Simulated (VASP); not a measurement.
The system is Si.

```
Si
1.0
     0.00000    1.67000    1.67000
     1.67000    0.00000    1.67000
     1.67000    1.67000    0.00000
Si
1
Cartesian
  0.0000 0.0000 0.0000
```

Base run:

```yaml
Program: VASP 6.6.1
Functional: PBE
Potentials_or_basis: VASP PAW PBE potentials, release 64 (Si)
Cutoff: 500 eV
k_mesh: 15 × 15 × 15
Occupations: fermi-dirac, width 0.1 eV
Spin: no spin polarisation
```

Its results: band gap on the k mesh zero (band 2 reaches 30.90 eV, above the bottom of band 3 at 13.99 eV); pressure 94.3 GPa.

Question: The run is repeated on the same cell with these changes: functional from PBE to revPBE. What comes out?

Answer: Band gap on the k mesh zero (band 2 reaches 30.91 eV, above the bottom of band 3 at 14.07 eV); pressure 95.8 GPa.

revPBE binds less tightly than PBE, so the same cell stands under more pressure.

Caveats: the PAW data sets were made with another functional, which shifts forces and pressure a little (some runs).
